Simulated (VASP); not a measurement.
# TiAl (P-6m2) in VASP: single point with PBEsol

Aim: the single point of TiAl with PBEsol.

Everything below comes from runs of VASP 6.6.1. Logs are shortened: lines on timing, memory, paths and dates and some standing lists are left out, and cuts for length are marked.

## Step 1: The cell of the first run

The structure is hexagonal, space group P-6m2 (No. 187). The conventional cell has a = 2.627 Å, b = 2.627 Å, c = 5.572 Å, α = 90.00°, β = 90.00°, γ = 120.00°. Within 3.5 Å of Ti (site symmetry -6m2) lie 6 Ti at 2.63 Å and 6 Al at 3.17 Å. Within 3.5 Å of Al (site symmetry -6m2) lie 6 Al at 2.63 Å and 6 Ti at 3.17 Å.

## Step 2: Single point, PBEsol

File INCAR:

```
SYSTEM = TiAl
PREC = Accurate
ENCUT = 520
EDIFF = 1E-7
ISMEAR = 0
SIGMA = 0.15
LREAL = .FALSE.
LASPH = .TRUE.
NELM = 80
ALGO = Fast
ISIF = 2
LWAVE = .FALSE.
LCHARG = .TRUE.
GGA = PS
LELF = .TRUE.
LVHAR = .TRUE.
NBANDS = 14
```

File KPOINTS:

```
regular mesh
0
G
  24 24 12
  0 0 0
```

File POSCAR:

```
TiAl
1.0
    2.6271586311      0.0000000000      0.0000000000
   -1.3135793155      2.2751861143      0.0000000000
    0.0000000000      0.0000000000      5.5722444176
Ti Al
1 1
Direct
    0.0000000000      0.0000000000      0.0000000000
    0.3333333333      0.6666666667      0.5000000000
```

Potentials or basis: VASP PAW PBE potentials, release 64 (Ti_sv, Al).

Command:

```bash
$ cat potpaw_PBE.64/Ti_sv/POTCAR potpaw_PBE.64/Al/POTCAR > POTCAR
$ mpirun -np 1 vasp_std > vasp.out
```

OUTCAR:

```text
SYSTEM = TiAl
   PREC = Accurate
   ENCUT = 520
   EDIFF = 1E-7
   ISMEAR = 0
   LREAL = .FALSE.
   LASPH = .TRUE.
   NELM = 80
   ISIF = 2
   GGA = PS

 ion  position               nearest neighbor table
   1  0.000  0.000  0.000-
   2  0.333  0.667  0.500-

  LATTYP: Found a hexagonal cell.
 ALAT       =     2.6271586311
 C/A-ratio  =     2.1210155914

  Lattice vectors:

 A1 = (   2.6271586311,   0.0000000000,   0.0000000000)
 A2 = (  -1.3135793155,   2.2751861143,   0.0000000000)
 A3 = (   0.0000000000,   0.0000000000,   5.5722444176)

Analysis of symmetry for initial positions (statically):
=====================================================================
 Subroutine PRICEL returns:
 Original cell was already a primitive cell.

 Routine SETGRP: Setting up the symmetry group for a
 hexagonal supercell.

 Subroutine GETGRP returns: Found 12 space group operations
 (whereof 12 operations were pure point group operations)
 out of a pool of 24 trial point group operations.

The static configuration has the point symmetry D_3h.

Analysis of symmetry for dynamics (positions and initial velocities):
=====================================================================
 Subroutine PRICEL returns:
 Original cell was already a primitive cell.

 Routine SETGRP: Setting up the symmetry group for a
 hexagonal supercell.

 Subroutine GETGRP returns: Found 12 space group operations
 (whereof 12 operations were pure point group operations)
 out of a pool of 24 trial point group operations.

The dynamic configuration has the point symmetry D_3h.

 Subroutine INISYM returns: Found 12 space group operations
 (whereof 12 operations are pure point group operations),
 and found     1 'primitive' translations

----------------------------------------------------------------------------------------

                                     Primitive cell

  volume of cell :      33.3068

  direct lattice vectors                    reciprocal lattice vectors
     2.627158631  0.000000000  0.000000000     0.380639368  0.219762241  0.000000000
    -1.313579315  2.275186114  0.000000000     0.000000000  0.439524483  0.000000000
     0.000000000  0.000000000  5.572244418     0.000000000  0.000000000  0.179460900

  length of vectors
     2.627158631  2.627158631  5.572244418     0.439524483  0.439524483  0.179460900

  position of ions in fractional coordinates (direct lattice)
     0.000000000  0.000000000  0.000000000
     0.333333333  0.666666667  0.500000000

  ion indices of the primitive-cell ions
   primitive index   ion index
                 1           1
                 2           2

----------------------------------------------------------------------------------------

 KPOINTS: regular mesh

Automatic generation of k-mesh.
 Grid dimensions read from file:
 generate k-points for:   24   24   12

 Generating k-lattice:

  Cartesian coordinates                     Fractional coordinates (reciprocal lattice)
     0.015859974  0.009156760  0.000000000     0.041666667 -0.000000000  0.000000000
     0.000000000  0.018313520  0.000000000     0.000000000  0.041666667  0.000000000
     0.000000000  0.000000000  0.014955075     0.000000000  0.000000000  0.083333333

  Length of vectors
     0.018313520  0.018313520  0.014955075

  Shift w.r.t. Gamma in fractional coordinates (k-lattice)
     0.000000000  0.000000000  0.000000000

 Subroutine IBZKPT returns following result:
 ===========================================

 Found    427 irreducible k-points:

 Following reciprocal coordinates:
            Coordinates               Weight
  0.000000  0.000000  0.000000      1.000000
  0.041667  0.000000  0.000000      6.000000
  0.083333  0.000000  0.000000      6.000000
  0.125000 -0.000000  0.000000      6.000000
  0.166667  0.000000  0.000000      6.000000
  0.208333 -0.000000  0.000000      6.000000
[... 16 lines left out ...]
  0.416667  0.041667  0.000000     12.000000
  0.458333  0.041667  0.000000     12.000000
 [... further k-points ...]
   k-points           NKPTS =    427   k-points in BZ     NKDIM =    427   number of bands    NBANDS=     14
   number of dos      NEDOS =    301   number of ions     NIONS =      2
   total plane-waves  NPLWV =  16800
   dimension x,y,z NGX =    20 NGY =   20 NGZ =   42
   dimension x,y,z NGXF=    40 NGYF=   40 NGZF=   84
   ions per type =               1   1
   NGX,Y,Z   is equivalent  to a cutoff of  12.66, 12.66, 12.53 a.u.
   NGXF,Y,Z  is equivalent  to a cutoff of  25.31, 25.31, 25.06 a.u.
 SYSTEM =  TiAl
   PREC   = accura    normal or accurate (medium, high low for compatibility)
   ISTART =      0    job   : 0-new  1-cont  2-samecut
   ICHARG =      2    charge: 1-file 2-atom 10-const
   ISPIN  =      1    spin polarized calculation?
   LNONCOLLINEAR =      F non collinear calculations
   LSORBIT =      F    spin-orbit coupling
   LASPH  =      T    aspherical Exc in radial PAW
   ENCUT  =  520.0 eV  38.22 Ry    6.18 a.u.   4.88  4.88 10.36*2*pi/ulx,y,z
   NELM   =     80;   NELMIN=  2; NELMDL= -5     # of ELM steps
   EDIFF  = 0.1E-06   stopping-criterion for ELM
   LREAL  =      F    real-space projection
   EDIFFG = 0.1E-05   stopping-criterion for IOM
   NSW    =      0    number of steps for IOM
   IBRION =     -1    ionic relax: 0-MD 1-quasi-New 2-CG
   NFREE  =      0    steps in history (QN), initial steepest desc. (CG)
   ISIF   =      2    stress and relaxation
   ISYM   =      2    0-nonsym 1-usesym 2-fastsym
   POTIM  = 0.5000    time-step for ionic-motion
   TEBEG  =    0.0;   TEEND  =   0.0 temperature during run
   PSTRESS=    0.0 pullay stress
   NELECT =      15.0000    total number of electrons
   NUPDOWN=      -1.0000    fix difference up-down
   EMIN   =  10.00;   EMAX   =-10.00  energy-range for DOS
   EFERMI =   0.00;   METHOD = LEGACY
   ISMEAR =     0;   SIGMA  =   0.15  broadening in eV -4-tet -1-fermi 0-gaus
   EFERMI_NEDOS =   21; number of points for ismear=-14 and -15
   IALGO  =     68    algorithm
   IMIX   =      4    mixing-type and parameters
     AMIX     =   0.40;   BMIX     =  1.00
     AMIX_MAG =   1.60;   BMIX_MAG =  1.00
  volume/ion in A,a.u.               =      16.65       112.38
  Fermi-wavevector in a.u.,A,eV,Ry     =   1.254857  2.371335 21.424622  1.574665
  Thomas-Fermi vector in A             =   2.388641
   LORBIT       =      0    0 simple, 1 ext, 2 COOP (PROOUT), +10 PAW based schemes
   GGA     = PS    functional components
   LHFCALC =     F    Hartree Fock is set to
   AEXX    =    0.0000 exact exchange contribution
   IVDW    =     0    specifies the selected vdW correction
   LEPSILON=     F    determine dielectric tensor
   LRPA    =     F    only Hartree local field effects (RPA)
 non-spin polarized calculation
 RMM-DIIS sequential band-by-band and
 Gauss-broadening in eV      SIGMA  =   0.15
  energy-cutoff  :      520.00
  volume of cell :       33.31
 maximum number of plane-waves:       924
 NGX is ok and might be reduce to    20
   NGX =  9   NGY =  9   NGZ = 21

 number of electron      15.0000004 magnetization

 Free energy of the ion-electron system (eV)
  ---------------------------------------------------
  ext. energy  EPLUGINS =         0.00000000
  ---------------------------------------------------
  free energy    TOTEN  =       -12.11579737 eV

  energy without entropy =      -12.09327421  energy(sigma->0) =      -12.10453579

 E-fermi :   8.1315     XC(G=0): -10.9694

 val. band max:        8.1295856031   @ k =   0.2500   0.1250   0.3333
 cond. band min:       8.1341878791   @ k =   0.3333   0.2083   0.4167
 fundamental gap:      0.0046022760
 Fermi energy:         8.1315006215

 k-point     1 :       0.0000    0.0000    0.0000
  band No.  band energies     occupation
      1     -48.3588      2.00000
      2     -24.8088      2.00000
      3     -23.9469      2.00000
      4     -23.9469      2.00000
      5      -1.6356      2.00000
      6       4.4812      2.00000
      7       4.4963      2.00000
      8       8.9860      0.00000
      9       9.2922      0.00000
     10       9.2922      0.00000
     11      11.4574      0.00000
     12      11.4574      0.00000
     13      18.3217      0.00000
     14      21.3514      0.00000

 k-point     2 :       0.0417    0.0000    0.0000
  band No.  band energies     occupation
      1     -48.3545      2.00000
      2     -24.8053      2.00000
      3     -23.9695      2.00000
      4     -23.9518      2.00000
      5      -1.5852      2.00000
      6       4.5103      2.00000
      7       4.5658      2.00000
      8       9.0118      0.00000
      9       9.2407      0.00000
     10       9.3414      0.00000
     11      11.4044      0.00000
     12      11.4428      0.00000
     13      18.4244      0.00000
     14      21.2941      0.00000

 k-point     3 :       0.0833    0.0000    0.0000
  band No.  band energies     occupation
      1     -48.3419      2.00000
      2     -24.7948      2.00000
      3     -24.0354      2.00000
      4     -23.9662      2.00000
      5      -1.4344      2.00000
      6       4.5963      2.00000
      7       4.7696      2.00000
      8       9.0627      0.00000
      9       9.1212      0.00000
     10       9.4873      0.00000
     11      11.2589      0.00000
     12      11.4003      0.00000
     13      18.7191      0.00000
     14      20.5094      0.00000
[... 324 lines left out ...]
 k-point    23 :       0.4167    0.0417    0.0000
  band No.  band energies     occupation
      1     -48.1100      2.00000
      2     -25.1503      2.00000
      3     -24.6032      2.00000
      4     -24.2319      2.00000
      5       3.5897      2.00000
      6       6.0165      2.00000
      7       6.2113      2.00000
      8       7.1476      2.00000
      9      10.5099      0.00000
     10      10.9858      0.00000
     11      11.2831      0.00000
     12      11.7476      0.00000
     13      13.0728      0.00000
     14      15.0332      0.00000

 k-point    24 :       0.4583    0.0417    0.0000
  band No.  band energies     occupation
      1     -48.1011      2.00000
      2     -25.1899      2.00000
      3     -24.5959      2.00000
      4     -24.2415      2.00000
      5       4.3847      2.00000
      6       5.8057      2.00000
      7       6.2589      2.00000
      8       6.4153      2.00000
      9      10.4936      0.00000
     10      11.0629      0.00000
     11      11.5375      0.00000
     12      12.0371      0.00000
     13      13.3265      0.00000
     14      14.4905      0.00000

 [... further k-points ...]
[... 5 lines left out ...]
  --------------------------------------------------------------------------------------
  -------------------------------------------------------------------------------------
  Total        3.4083946      3.4083946     -5.3188322      0.0000000      0.0000000      0.0000000
  in kB      163.9559055    163.9559055   -255.8547507      0.0000000      0.0000000      0.0000000
  external PRESSURE =      24.0190201 kB  Pullay stress =       0.0000000 kB

 VOLUME and BASIS-vectors are now :
 -----------------------------------------------------------------------------
  energy-cutoff  :      520.00
  volume of cell :       33.31
      direct lattice vectors                 reciprocal lattice vectors
     2.627158631  0.000000000  0.000000000     0.380639368  0.219762241  0.000000000
    -1.313579315  2.275186114  0.000000000     0.000000000  0.439524483  0.000000000
     0.000000000  0.000000000  5.572244418     0.000000000  0.000000000  0.179460900

 POSITION                                       TOTAL-FORCE (eV/Angst)
 -----------------------------------------------------------------------------------
      0.00000      0.00000      0.00000         0.000000     -0.000000      0.000000
     -0.00000      1.51679      2.78612         0.000000      0.000000      0.000000
 -----------------------------------------------------------------------------------
    total drift:                               -0.000000      0.000000      0.000000

  FREE ENERGIE OF THE ION-ELECTRON SYSTEM (eV)
  ---------------------------------------------------
  free  energy   TOTEN  =       -12.1157973725 eV

  energy  without entropy=      -12.0932742063  energy(sigma->0) =      -12.10453579
```

It took 12 min on 1 thread of AMD EPYC 7R13, shared host; peak memory 0.29 GiB.

Results:

| Item | Value |
| --- | --- |
| Free energy | -12.1158 eV |
| Pressure | 2.4 GPa |
| Band gap on the k mesh | zero (an odd number of electrons rules out a gap without spin polarisation) |

Levels at points of the mesh, in eV from the Fermi level:
```
           k point  band 3  band 4  band 5  band 6  band 7  band 8  band 9  band 10  band 11  band 12
(0.00, 0.00, 0.00)  -32.08  -32.08   -9.77   -3.65   -3.64    0.85    1.16     1.16     3.33     3.33
(0.50, 0.00, 0.00)  -32.73  -32.36   -3.61   -2.46   -1.89   -1.85    2.53     2.94     3.29     4.35
(0.00, 0.00, 0.50)  -32.08  -32.08   -9.42   -5.84   -1.99    1.16    1.16     2.63     3.32     3.32
(0.50, 0.00, 0.50)  -32.73  -32.36   -3.51   -2.71   -2.41    0.66    0.75     1.22     2.50     4.81
```

Caveat: the PAW data sets were made with another functional, which shifts forces and pressure a little.
